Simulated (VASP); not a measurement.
Here is a VASP 6.6.1 calculation.

Contents of INCAR:

```
ALGO     = Fast           # electronic algorithm
EDIFF    = 1E-6           # SCF threshold, eV
EDIFFG   = -0.04          # ionic threshold
ENCUT    = 600            # plane-wave cutoff, eV
GGA      = PE             # functional
IBRION   = 2              # ionic algorithm
ISIF     = 3              # what is computed and relaxed
ISMEAR   = 0              # smearing method
LASPH    = True           # aspherical terms in the spheres
LCHARG   = False          # write CHGCAR
LREAL    = False          # projectors in reciprocal space
LWAVE    = False          # write WAVECAR
NELM     = 60             # most SCF steps
NSW      = 90             # ionic steps
PREC     = Accurate       # precision mode
SIGMA    = 0.1            # smearing width, eV
```

The input KPOINTS:

```
k-points
0
Gamma
  6 6 4
```

File POSCAR:

```
TaRh
1.0
    3.6038840588      0.0000000000      0.0000000000
   -1.8019420293      3.1210551472      0.0000000000
    0.0000000000      0.0000000000      5.7714960393
Ta Rh
2 2
Direct
    0.3333333333      0.6666666667      0.0000000000
    0.6666666667      0.3333333333      0.5000000000
    0.3333333333      0.6666666667      0.3821000000
    0.6666666667      0.3333333333      0.8821000000
```

Potentials or basis: VASP PAW PBE potentials, release 64 (Ta_pv, Rh_pv).

The run is started by

```bash
$ cat potpaw_PBE.64/Ta_pv/POTCAR potpaw_PBE.64/Rh_pv/POTCAR > POTCAR
$ mpirun -np 1 vasp_std > vasp.out
```

What does it give for the band gap on the k mesh?

Zero (bands 26 and 27 overlap by 1.83 eV).

Predict the relaxed volume.

21.51 Å³/atom.

Predict the relaxed cell.

a = 4.403 Å, b = 4.403 Å, c = 5.125 Å, α = 90.00°, β = 90.00°, γ = 120.00°.

Estimate the space group after relaxing (to 0.1 Å).

P6_3/mmc (No. 194).

Final structure:
```xyz
4
Lattice="4.4033 0.0000 0.0000 -2.2016 3.8134 0.0000 0.0000 0.0000 5.1250" Properties=species:S:1:pos:R:3 pbc="T T T"
Ta    0.0000    2.5422    4.8251
Ta    2.2016    1.2711    2.2627
Rh    0.0000    2.5422    2.2581
Rh    2.2016    1.2711    4.8206
```

Caveat: the volume moved by over 15 % at a fixed basis, so the end points are rough; spin-orbit coupling is left out, which moves the levels of the heavy elements.
